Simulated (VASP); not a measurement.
A run of VASP 6.6.1 is set up as follows.

The input INCAR:

```
SYSTEM = Te2Mo
PREC = Accurate ; ENCUT = 520
EDIFF = 1E-7 ; ISMEAR = 0
SIGMA = 0.05 ; LREAL = .False.
LASPH = .True. ; NELM = 60
ALGO = Normal ; ISIF = 2
LWAVE = .False. ; LCHARG = .False.
LDIPOL = .True. ; IDIPOL = 3
DIPOL = 0.5 0.5 0.398 ; GGA = PE
IVDW = 12 ; NBANDS = 35
```

Contents of KPOINTS:

```
regular mesh
0
Gamma
  9 9 1
  0 0 0
```

POSCAR

```
Te2Mo
1.0
    3.5038817216      0.0000000000      0.0000000000
   -1.7519408608      3.0344505828      0.0000000000
    0.0000000000      0.0000000000     24.7677194079
Te Mo
4 2
Direct
    0.3333333333      0.6666666667      0.1816881048
    0.3333333333      0.6666666667      0.3284056788
    0.6666666667      1.3333333333      0.4668923898
    0.6666666667      1.3333333333      0.6136099637
    0.6666666667      0.3333333333      0.2550468918
    0.3333333333      1.6666666667      0.5402511768
```

Potentials or basis: VASP PAW PBE potentials, release 64 (Te, Mo_sv).

Command:

```sh
$ cat potpaw_PBE.64/Te/POTCAR potpaw_PBE.64/Mo_sv/POTCAR > POTCAR
$ mpirun -np 1 vasp_std > vasp.out
```

Q: What does it give for the largest force?

A: 0.096 eV/Å.

Q: Estimate the band gap on the k mesh.

A: 1.06 eV (least direct gap 1.14 eV).

Q: Predict the dispersion energy per atom.

A: -0.467 eV.

Forces in eV/Å, atoms in the order of the input:
```
Te   0.000  0.000  0.006
Te   0.000  0.000  0.096
Te   0.000  0.000 -0.096
Te   0.000  0.000 -0.006
Mo   0.000  0.000  0.002
Mo   0.000  0.000 -0.002
```

Caveat: the cell differs from its parent crystal (layers slid over each other); spin-orbit coupling is left out, which moves the levels of the heavy elements.
